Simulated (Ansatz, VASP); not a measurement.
One calculation of Ta2N, two programs

The input INCAR:

```
ALGO = Normal
EDIFF = 1E-7
ENCUT = 520
GGA = CA
ISIF = 2
ISMEAR = 0
LASPH = T
LCHARG = F
LREAL = F
LWAVE = F
NBANDS = 50
NELM = 60
PREC = Accurate
SIGMA = 0.15
```

File KPOINTS:

```
k-points
0
Gamma
  9 9 8
```

File POSCAR:

```
Ta2N
1.0
    5.3378662704      0.0000000000      0.0000000000
   -2.6689331352      4.6227277921      0.0000000000
    0.0000000000      0.0000000000      4.6861127988
Ta N
6 3
Direct
    0.7027876405      0.7027876405      0.7526041962
    0.0000000000      0.2972123595      0.7526041962
    0.2972123595      0.0000000000      0.7526041962
    0.2972123595      0.2972123595      0.2473958038
    0.0000000000      0.7027876405      0.2473958038
    0.7027876405      0.0000000000      0.2473958038
    0.6666666667      0.3333333333      0.5000000000
    0.3333333333      0.6666666667      0.5000000000
    0.0000000000      0.0000000000      0.0000000000
```

Input for Ansatz:

```yaml
crystal:
  lattice:
    - [5.3378662704, 0.0, 0.0]
    - [-2.6689331352, 4.6227277921, 0.0]
    - [0.0, 0.0, 4.6861127988]
  atoms:
    - { symbol: Ta, position: [0.7027876405, 0.7027876405, 0.7526041962] }
    - { symbol: Ta, position: [0.0, 0.2972123595, 0.7526041962] }
    - { symbol: Ta, position: [0.2972123595, 0.0, 0.7526041962] }
    - { symbol: Ta, position: [0.2972123595, 0.2972123595, 0.2473958038] }
    - { symbol: Ta, position: [0.0, 0.7027876405, 0.2473958038] }
    - { symbol: Ta, position: [0.7027876405, 0.0, 0.2473958038] }
    - { symbol: "N", position: [0.6666666667, 0.3333333333, 0.5] }
    - { symbol: "N", position: [0.3333333333, 0.6666666667, 0.5] }
    - { symbol: "N", position: [0.0, 0.0, 0.0] }
basis:
  ecutwfc: 520.0
kpoints:
  mp_grid: { grid: [9, 9, 8] }
hamiltonian:
  xc: lda
  pseudopotentials: { kind: paw, azcp: { folder: soft_1 } }
scf:
  occupations: { method: gaussian, width: 0.15 }
output:
  forces: true
  stress: true
  eigenvalues: true
```

Alike in both runs: task single point; functional LDA; k mesh 9 × 9 × 8; occupations gaussian, width 0.15 eV; no spin polarisation.

|  | VASP | Ansatz |
| --- | --- | --- |
| version | VASP 6.6.1 | Ansatz 0.2.0 |
| potentials or method | VASP PAW LDA potentials, release 64 (Ta_pv, N), cutoff 520 eV | scalar-relativistic, plane waves, PAW |
| valence electrons in the cell | 81 | 93 |

|  | VASP | Ansatz | Ansatz less VASP |
| --- | --- | --- | --- |
| gap on the k mesh at the Fermi level (eV) | none | none | - |
| pressure (GPa) | 16.8 | 15.0 | -1.76 |
| traceless stress, the component that is largest in VASP (GPa) | 9.13 | 9.11 | -0.015 |
| rms of the force components (eV/Å) | 3.113 | 3.079 | -0.0345 |

Ansatz warns that its potentials were made for another functional, while VASP's fit it. LDA's correlation is that of Perdew and Zunger in VASP and of Perdew and Wang (1992) in Ansatz. Atom by atom the forces differ by 0.035 eV/Å (rms over components). A gap of «none» marks a metal or a gap that the smearing closes. VASP's potentials hold 81 valence electrons a cell and Ansatz's 93, so a difference there can come from the potentials and not from the codes.

Neither program's run includes spin-orbit coupling.
